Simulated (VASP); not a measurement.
# SnGeTe3 (P4mm) in VASP: further runs

The runs below take SnGeTe3 through single point, with PBE.

Program: VASP 6.6.1. These are calculated values, not measurements. Logs are shortened: lines on timing, memory, paths and dates and some standing lists are left out, and cuts for length are marked.

## 1. The cell of the first run

The structure is tetragonal, space group P4mm (No. 99). Conventional cell: a = 5.241 Å, b = 5.241 Å, c = 6.444 Å, α = 90.00°, β = 90.00°, γ = 90.00°. Sn (site symmetry 4mm) has 8 Te at 3.13 to 3.84 Å within 4.1 Å. Ge (site symmetry 4mm) has 5 Te at 2.59 to 2.85 Å within 3.4 Å. Within 3.8 Å of Te (site symmetry 2mm) lie 2 Ge at 2.85 Å and 2 Sn at 3.13 Å and 6 Te at 3.71 to 3.78 Å. Te (site symmetry 4mm) has 1 Ge at 2.59 Å within 3.4 Å.

The cell was built from a structure type or drawn by symmetry, and may not be a known phase.

## 2. Single point, PBE

File INCAR:

```
ALGO = Normal ; EDIFF = 1E-6
ENCUT = 520 ; GGA = PE
ISIF = 2 ; ISMEAR = 0
LASPH = True ; LCHARG = True
LELF = True ; LREAL = False
LVHAR = True ; LWAVE = False
NBANDS = 31 ; NELM = 80
PREC = Accurate ; SIGMA = 0.1
```

File KPOINTS:

```
k-points
0
Gamma
  4 4 4
```

File POSCAR:

```
SnGeTe3
1.0
    5.2414642755      0.0000000000      0.0000000000
    0.0000000000      5.2414642755      0.0000000000
    0.0000000000      0.0000000000      6.4438859643
Sn Ge Te
1 1 3
Direct
    0.0000000000      0.0000000000      1.1250415075
    0.5000000000      0.5000000000      0.5645813904
    0.5000000000      0.0000000000      0.3905041851
    0.5000000000      0.5000000000      0.9669686819
    0.0000000000      0.5000000000      0.3905041851
```

Potentials or basis: VASP PAW PBE potentials, release 64 (Sn_d, Ge_d, Te).

On the command line:

```sh
$ cat potpaw_PBE.64/Sn_d/POTCAR potpaw_PBE.64/Ge_d/POTCAR potpaw_PBE.64/Te/POTCAR > POTCAR
$ mpirun -np 1 vasp_std > vasp.out
```

OUTCAR:

```text
EDIFF = 1E-6
   ENCUT = 520
   GGA = PE
   ISIF = 2
   ISMEAR = 0
   LASPH = True
   LREAL = False
   NELM = 80
   PREC = Accurate

 ion  position               nearest neighbor table
   1  0.000  0.000  0.125-   3 3.13   5 3.13   5 3.13   3 3.13
   2  0.500  0.500  0.565-   4 2.59   3 2.85   5 2.85   3 2.85   5 2.85
   3  0.500  0.000  0.391-   2 2.85   2 2.85   1 3.13   1 3.13
   4  0.500  0.500  0.967-   2 2.59
   5  0.000  0.500  0.391-   2 2.85   2 2.85   1 3.13   1 3.13

  LATTYP: Found a simple tetragonal cell.
 ALAT       =     5.2414642755
 C/A-ratio  =     1.2294056824

  Lattice vectors:

 A1 = (   5.2414642755,   0.0000000000,   0.0000000000)
 A2 = (   0.0000000000,   5.2414642755,   0.0000000000)
 A3 = (   0.0000000000,   0.0000000000,   6.4438859643)

Analysis of symmetry for initial positions (statically):
=====================================================================
 Subroutine PRICEL returns:
 Original cell was already a primitive cell.

 Routine SETGRP: Setting up the symmetry group for a
 simple tetragonal supercell.

 Subroutine GETGRP returns: Found  8 space group operations
 (whereof  8 operations were pure point group operations)
 out of a pool of 16 trial point group operations.

The static configuration has the point symmetry C_4v.

Analysis of symmetry for dynamics (positions and initial velocities):
=====================================================================
 Subroutine PRICEL returns:
 Original cell was already a primitive cell.

 Routine SETGRP: Setting up the symmetry group for a
 simple tetragonal supercell.

 Subroutine GETGRP returns: Found  8 space group operations
 (whereof  8 operations were pure point group operations)
 out of a pool of 16 trial point group operations.

The dynamic configuration has the point symmetry C_4v.

 Subroutine INISYM returns: Found  8 space group operations
 (whereof  8 operations are pure point group operations),
 and found     1 'primitive' translations

----------------------------------------------------------------------------------------

                                     Primitive cell

  volume of cell :     177.0325

  direct lattice vectors                    reciprocal lattice vectors
     5.241464276  0.000000000  0.000000000     0.190786381  0.000000000  0.000000000
     0.000000000  5.241464276  0.000000000     0.000000000  0.190786381  0.000000000
     0.000000000  0.000000000  6.443885964     0.000000000  0.000000000  0.155185862

  length of vectors
     5.241464276  5.241464276  6.443885964     0.190786381  0.190786381  0.155185862

  position of ions in fractional coordinates (direct lattice)
     0.000000000  0.000000000  0.125041508
     0.500000000  0.500000000  0.564581390
     0.500000000  0.000000000  0.390504185
     0.500000000  0.500000000  0.966968682
     0.000000000  0.500000000  0.390504185

  ion indices of the primitive-cell ions
   primitive index   ion index
                 1           1
                 2           2
                 3           3
                 4           4
                 5           5

----------------------------------------------------------------------------------------

 KPOINTS: k-points

Automatic generation of k-mesh.
 Grid dimensions read from file:
 generate k-points for:    4    4    4

 Generating k-lattice:

  Cartesian coordinates                     Fractional coordinates (reciprocal lattice)
     0.047696595  0.000000000  0.000000000     0.250000000  0.000000000  0.000000000
     0.000000000  0.047696595  0.000000000     0.000000000  0.250000000  0.000000000
     0.000000000  0.000000000  0.038796466     0.000000000  0.000000000  0.250000000

  Length of vectors
     0.047696595  0.047696595  0.038796466

  Shift w.r.t. Gamma in fractional coordinates (k-lattice)
     0.000000000  0.000000000  0.000000000

 Subroutine IBZKPT returns following result:
 ===========================================

 Found     18 irreducible k-points:

 Following reciprocal coordinates:
            Coordinates               Weight
  0.000000  0.000000  0.000000      1.000000
  0.250000  0.000000  0.000000      4.000000
  0.500000  0.000000  0.000000      2.000000
  0.250000  0.250000  0.000000      4.000000
  0.500000  0.250000  0.000000      4.000000
  0.500000  0.500000  0.000000      1.000000
[... 10 lines left out ...]
  0.500000  0.250000  0.500000      4.000000
  0.500000  0.500000  0.500000      1.000000
   k-points           NKPTS =     18   k-points in BZ     NKDIM =     18   number of bands    NBANDS=     31
   number of dos      NEDOS =    301   number of ions     NIONS =      5
   total plane-waves  NPLWV =  76800
   dimension x,y,z NGX =    40 NGY =   40 NGZ =   48
   dimension x,y,z NGXF=    80 NGYF=   80 NGZF=   96
   ions per type =               1   1   3
   NGX,Y,Z   is equivalent  to a cutoff of  12.69, 12.69, 12.38 a.u.
   NGXF,Y,Z  is equivalent  to a cutoff of  25.37, 25.37, 24.77 a.u.
 SYSTEM =  unknown system
   PREC   = accura    normal or accurate (medium, high low for compatibility)
   ISTART =      0    job   : 0-new  1-cont  2-samecut
   ICHARG =      2    charge: 1-file 2-atom 10-const
   ISPIN  =      1    spin polarized calculation?
   LNONCOLLINEAR =      F non collinear calculations
   LSORBIT =      F    spin-orbit coupling
   LASPH  =      T    aspherical Exc in radial PAW
   ENCUT  =  520.0 eV  38.22 Ry    6.18 a.u.   9.75  9.75 11.98*2*pi/ulx,y,z
   NELM   =     80;   NELMIN=  2; NELMDL= -5     # of ELM steps
   EDIFF  = 0.1E-05   stopping-criterion for ELM
   LREAL  =      F    real-space projection
   EDIFFG = 0.1E-04   stopping-criterion for IOM
   NSW    =      0    number of steps for IOM
   IBRION =     -1    ionic relax: 0-MD 1-quasi-New 2-CG
   NFREE  =      0    steps in history (QN), initial steepest desc. (CG)
   ISIF   =      2    stress and relaxation
   ISYM   =      2    0-nonsym 1-usesym 2-fastsym
   POTIM  = 0.5000    time-step for ionic-motion
   TEBEG  =    0.0;   TEEND  =   0.0 temperature during run
   PSTRESS=    0.0 pullay stress
   NELECT =      46.0000    total number of electrons
   NUPDOWN=      -1.0000    fix difference up-down
   EMIN   =  10.00;   EMAX   =-10.00  energy-range for DOS
   EFERMI =   0.00;   METHOD = LEGACY
   ISMEAR =     0;   SIGMA  =   0.10  broadening in eV -4-tet -1-fermi 0-gaus
   EFERMI_NEDOS =   21; number of points for ismear=-14 and -15
   IALGO  =     38    algorithm
   IMIX   =      4    mixing-type and parameters
     AMIX     =   0.40;   BMIX     =  1.00
     AMIX_MAG =   1.60;   BMIX_MAG =  1.00
  volume/ion in A,a.u.               =      35.41       238.93
  Fermi-wavevector in a.u.,A,eV,Ry     =   1.044663  1.974128 14.848334  1.091322
  Thomas-Fermi vector in A             =   2.179426
   LORBIT       =      0    0 simple, 1 ext, 2 COOP (PROOUT), +10 PAW based schemes
   GGA     = PE    functional components
   LHFCALC =     F    Hartree Fock is set to
   AEXX    =    0.0000 exact exchange contribution
   IVDW    =     0    specifies the selected vdW correction
   LEPSILON=     F    determine dielectric tensor
   LRPA    =     F    only Hartree local field effects (RPA)
 non-spin polarized calculation
 Gauss-broadening in eV      SIGMA  =   0.10
  energy-cutoff  :      520.00
  volume of cell :      177.03
 maximum number of plane-waves:      4792
 NGX is ok and might be reduce to    40
   NGX = 19   NGY = 19   NGZ = 23

 number of electron      46.0000012 magnetization

 Free energy of the ion-electron system (eV)
  ---------------------------------------------------
  ext. energy  EPLUGINS =         0.00000000
  ---------------------------------------------------
  free energy    TOTEN  =       -17.48606607 eV

  energy without entropy =      -17.46910648  energy(sigma->0) =      -17.47758628

 E-fermi :   4.2197     XC(G=0):  -8.5936

 val. band max:        4.2040297070   @ k =   0.5000   0.5000   0.5000
 cond. band min:       4.3159124491   @ k =   0.2500   0.0000   0.2500
 fundamental gap:      0.1118827420
 Fermi energy:         4.2196776047

 k-point     1 :       0.0000    0.0000    0.0000
  band No.  band energies     occupation
      1     -20.5780      2.00000
      2     -20.5668      2.00000
      3     -20.5499      2.00000
      4     -20.5442      2.00000
      5     -20.5442      2.00000
      6     -17.1404      2.00000
[... 23 lines left out ...]
     30       8.7194      0.00000
     31       8.9054      0.00000

 k-point     2 :       0.2500    0.0000    0.0000
  band No.  band energies     occupation
      1     -20.5777      2.00000
      2     -20.5668      2.00000
      3     -20.5498      2.00000
      4     -20.5442      2.00000
      5     -20.5442      2.00000
      6     -17.1395      2.00000
[... 23 lines left out ...]
     30       9.0630      0.00000
     31       9.8301      0.00000

 k-point     3 :       0.5000    0.0000    0.0000
  band No.  band energies     occupation
      1     -20.5773      2.00000
      2     -20.5669      2.00000
      3     -20.5496      2.00000
      4     -20.5443      2.00000
      5     -20.5442      2.00000
      6     -17.1385      2.00000
[... 23 lines left out ...]
     30       9.2504      0.00000
     31       9.5585      0.00000

 k-point     4 :       0.2500    0.2500    0.0000
  band No.  band energies     occupation
      1     -20.5773      2.00000
      2     -20.5669      2.00000
      3     -20.5497      2.00000
      4     -20.5442      2.00000
      5     -20.5442      2.00000
      6     -17.1387      2.00000
[... 23 lines left out ...]
     30       9.0589      0.00000
     31       9.7247      0.00000

 k-point     5 :       0.5000    0.2500    0.0000
  band No.  band energies     occupation
      1     -20.5770      2.00000
      2     -20.5669      2.00000
      3     -20.5495      2.00000
      4     -20.5442      2.00000
      5     -20.5442      2.00000
      6     -17.1377      2.00000
[... 23 lines left out ...]
     30       9.3207      0.00000
     31      10.1242      0.00000
[... 338 lines left out ...]
     30       8.5221      0.00000
     31      10.0127      0.00000

 k-point    16 :       0.2500    0.2500    0.5000
  band No.  band energies     occupation
      1     -20.5773      2.00000
      2     -20.5669      2.00000
      3     -20.5497      2.00000
      4     -20.5442      2.00000
      5     -20.5442      2.00000
      6     -17.1387      2.00000
[... 23 lines left out ...]
     30       9.0951      0.00000
     31      10.1874      0.00000

 k-point    17 :       0.5000    0.2500    0.5000
  band No.  band energies     occupation
      1     -20.5770      2.00000
      2     -20.5669      2.00000
      3     -20.5495      2.00000
      4     -20.5443      2.00000
      5     -20.5442      2.00000
      6     -17.1377      2.00000
[... 23 lines left out ...]
     30       9.4035      0.00000
     31      10.0528      0.00000

 k-point    18 :       0.5000    0.5000    0.5000
  band No.  band energies     occupation
      1     -20.5766      2.00000
      2     -20.5670      2.00000
      3     -20.5494      2.00000
      4     -20.5443      2.00000
      5     -20.5443      2.00000
      6     -17.1365      2.00000
[... 23 lines left out ...]
     30       8.4022      0.00000
     31       9.9816      0.00000

------------------------ aborting loop because EDIFF is reached ----------------------------------------

  FORCE on cell =-STRESS in cart. coord.  units (eV):
  Direction    XX          YY          ZZ          XY          YZ          ZX
  --------------------------------------------------------------------------------------
  -------------------------------------------------------------------------------------
  Total       -0.0385756     -0.0385756     -0.0227682      0.0000000      0.0000000      0.0000000
  in kB       -0.3491166     -0.3491166     -0.2060568      0.0000000      0.0000000      0.0000000
  external PRESSURE =      -0.3014300 kB  Pullay stress =       0.0000000 kB

 VOLUME and BASIS-vectors are now :
 -----------------------------------------------------------------------------
  energy-cutoff  :      520.00
  volume of cell :      177.03
      direct lattice vectors                 reciprocal lattice vectors
     5.241464276  0.000000000  0.000000000     0.190786381  0.000000000  0.000000000
     0.000000000  5.241464276  0.000000000     0.000000000  0.190786381  0.000000000
     0.000000000  0.000000000  6.443885964     0.000000000  0.000000000  0.155185862

 POSITION                                       TOTAL-FORCE (eV/Angst)
 -----------------------------------------------------------------------------------
      0.00000      0.00000      0.80575        -0.000000      0.000000     -0.005422
      2.62073      2.62073      3.63810         0.000000      0.000000     -0.027137
      2.62073      0.00000      2.51636        -0.000000      0.000000      0.006954
      2.62073      2.62073      6.23104        -0.000000      0.000000      0.018650
      0.00000      2.62073      2.51636        -0.000000      0.000000      0.006954
 -----------------------------------------------------------------------------------
    total drift:                               -0.000000      0.000000      0.001528

  FREE ENERGIE OF THE ION-ELECTRON SYSTEM (eV)
  ---------------------------------------------------
  free  energy   TOTEN  =       -17.4860660707 eV

  energy  without entropy=      -17.4691064827  energy(sigma->0) =      -17.47758628
```

Run time: 45 s. Hardware: 1 thread of Intel Xeon 6975P-C (Granite Rapids), shared host; peak memory 0.32 GiB.

Results:

```yaml
Free_energy: -17.4861 eV
Pressure: 0.0 GPa
Largest_force: 0.027 eV/Å
Band_gap_on_the_k_mesh: zero (bands 23 and 24 overlap by 1.40 eV)
```

Forces on the atoms (eV/Å):
```
Sn   0.000  0.000 -0.005
Ge   0.000  0.000 -0.027
Te   0.000  0.000  0.007
Te   0.000  0.000  0.019
Te   0.000  0.000  0.007
```

Levels at points of the mesh, in eV from the Fermi level:
| k point | band 21 | band 22 | band 23 | band 24 | band 25 | band 26 |
| --- | --- | --- | --- | --- | --- | --- |
| (0.00, 0.00, 0.00) | -1.03 | -0.74 | -0.74 | -0.67 | 1.21 | 2.28 |
| (0.50, 0.00, 0.00) | -1.39 | -0.48 | -0.48 | 1.25 | 2.32 | 2.43 |
| (0.50, 0.50, 0.00) | -1.54 | 0.25 | 0.72 | 1.97 | 2.00 | 3.20 |
| (0.00, 0.00, 0.50) | -1.16 | -0.75 | -0.68 | -0.68 | 0.97 | 3.03 |
| (0.50, 0.00, 0.50) | -1.17 | -1.12 | -0.20 | 0.62 | 2.07 | 2.25 |
| (0.50, 0.50, 0.50) | -0.02 | -0.02 | 0.26 | 0.72 | 1.93 | 1.93 |

Caveat: spin-orbit coupling is left out, which moves the levels of the heavy elements.

## 3. Single point, PBE

This run uses another cell than the first one, of 35.15 Å³/atom.

File INCAR:

```
SYSTEM = SnGeTe3
ALGO = Normal
EDIFF = 1E-6
ENCUT = 520
GGA = PE
ISIF = 2
ISMEAR = 0
LASPH = .True.
LCHARG = .False.
LREAL = .False.
LWAVE = .False.
NBANDS = 31
NELM = 100
PREC = Accurate
SIGMA = 0.1
```

File KPOINTS:

```
k-points
0
Gamma
  8 8 6
  0 0 0
```

File POSCAR:

```
SnGeTe3
1.0
    5.2027363064      0.0000000000      0.0000000000
    0.0000000000      5.2027363064      0.0000000000
    0.0000000000      0.0000000000      6.4918765468
Sn Ge Te
1 1 3
Direct
    0.0000000000      0.0000000000      0.1185057078
    0.5000000000      0.5000000000      0.5651729504
    0.5000000000      0.0000000000      0.3953128381
    0.5000000000      0.5000000000      0.9632956157
    0.0000000000      0.5000000000      0.3953128381
```

Potentials or basis: VASP PAW PBE potentials, release 64 (Sn_d, Ge_d, Te).

On the command line:

```sh
$ cat potpaw_PBE.64/Sn_d/POTCAR potpaw_PBE.64/Ge_d/POTCAR potpaw_PBE.64/Te/POTCAR > POTCAR
$ mpirun -np 1 vasp_std > vasp.out
```

Wall time 2.6 min (1 thread of Intel Xeon 6975P-C (Granite Rapids), shared host); peak memory 0.48 GiB.

The run converged. Its results:

| Property | Result |
| --- | --- |
| Free energy | -17.5469 eV |
| Pressure | 0.0 GPa |
| Largest force | 0.011 eV/Å |
| Band gap on the k mesh | zero (bands 23 and 24 overlap by 1.56 eV) |

Forces on the atoms (eV/Å):
```
Sn   0.000  0.000 -0.007
Ge   0.000  0.000 -0.004
Te   0.000  0.000  0.000
Te   0.000  0.000  0.011
Te   0.000  0.000  0.000
```

Levels at points of the mesh, in eV from the Fermi level:
| k point | band 21 | band 22 | band 23 | band 24 | band 25 | band 26 |
| --- | --- | --- | --- | --- | --- | --- |
| (0.00, 0.00, 0.00) | -1.05 | -0.82 | -0.77 | -0.77 | 1.29 | 2.25 |
| (0.50, 0.00, 0.00) | -1.38 | -0.50 | -0.49 | 1.33 | 2.14 | 2.24 |
| (0.50, 0.50, 0.00) | -1.63 | 0.28 | 0.78 | 1.76 | 2.06 | 3.23 |
| (0.00, 0.00, 0.50) | -1.17 | -0.87 | -0.62 | -0.62 | 0.95 | 3.05 |
| (0.50, 0.00, 0.50) | -1.28 | -1.14 | -0.24 | 0.70 | 1.90 | 2.24 |
| (0.50, 0.50, 0.50) | -0.10 | -0.10 | 0.29 | 0.79 | 1.92 | 1.92 |

Caveat: spin-orbit coupling is left out, which moves the levels of the heavy elements.
